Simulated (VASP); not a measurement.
Input of a VASP 6.6.1 run:

The input INCAR:

```
PREC = Accurate
ENCUT = 600
EDIFF = 1E-6
ISMEAR = 0
SIGMA = 0.01
LREAL = F
LASPH = T
NELM = 120
ALGO = Normal
ISIF = 2
LWAVE = F
LCHARG = F
GGA = PE
NBANDS = 26
GGA_COMPAT = F
```

KPOINTS

```
Automatic mesh
0
Gamma
  1 1 1
  0.5 0.5 0.5
```

File POSCAR:

```
C
1.0
    3.5670000000      0.0000000000      0.0000000000
    0.0000000000      3.5670000000      0.0000000000
    0.0000000000      0.0000000000      3.5670000000
C
8
Direct
    0.0000000000      0.0000000000      0.0000000000
    0.0000000000      0.5000000000      0.5000000000
    0.5000000000      0.0000000000      0.5000000000
    0.5000000000      0.5000000000      0.0000000000
    0.2500000000      0.2500000000      0.2500000000
    0.2500000000      0.7500000000      0.7500000000
    0.7500000000      0.2500000000      0.7500000000
    0.7500000000      0.7500000000      0.2500000000
```

Potentials or basis: VASP PAW PBE potentials, release 64 (C).

Command:

```console
$ cat potpaw_PBE.64/C/POTCAR > POTCAR
$ mpirun -np 1 vasp_std > vasp.out
```

Problem. Predict the pressure.

Solution. 20.4 GPa.

Problem. Predict the band gap on the k mesh.

Solution. 11.19 eV.

Caveat: the k points lie up to 1.76 Å⁻¹ apart. PBE gaps usually lie below the measured ones, often by a third to a half.
